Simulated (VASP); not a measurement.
Set up this calculation in VASP 6.6.1, as the native input.

* Task: single point
* Functional: PBE
* Potentials or basis: VASP PAW PBE potentials, release 64 (Rh_pv, N)
* Cutoff: 520 eV
* k mesh: 17 × 17 × 17
* Occupations: fermi-dirac, width 0.08 eV
* Spin: no spin polarisation
* Dipole correction: no
* Further INCAR settings: ALGO = Normal; EDIFF = 1e-06; NBANDS = 17

The structure of RhN (CsCl type) lies in POSCAR:

```
RhN
1.0
    2.2442662409      0.0000000000      0.0000000000
    0.0000000000      2.2442662409      0.0000000000
    0.0000000000      0.0000000000      2.2442662409
Rh N
1 1
Direct
    0.0000000000      0.0000000000      0.0000000000
    0.5000000000      0.5000000000      0.5000000000
```

One way to write it, as run:

INCAR

```
SYSTEM = RhN
PREC = Accurate
ENCUT = 520
EDIFF = 1E-6
ISMEAR = -1
SIGMA = 0.08
LREAL = .FALSE.
LASPH = .TRUE.
NELM = 100
ALGO = Normal
ISIF = 2
LWAVE = .FALSE.
LCHARG = .FALSE.
GGA = PE
NBANDS = 17
```

KPOINTS

```
regular mesh
0
G
  17 17 17
  0 0 0
```

Potentials or basis: VASP PAW PBE potentials, release 64 (Rh_pv, N).

Run with:

```bash
$ cat potpaw_PBE.64/Rh_pv/POTCAR potpaw_PBE.64/N/POTCAR > POTCAR
$ mpirun -np 1 vasp_std > vasp.out
```

It gave:

The pressure is 564.6 GPa and the band gap on the k mesh is zero (bands 10 and 11 overlap by 6.90 eV).

Caveat: the cell stands under pressure.

Wall time 13 s on 1 thread of Intel(R) Xeon(R) 6975P-C (Granite Rapids) (shared host), peak memory 0.14 GiB.
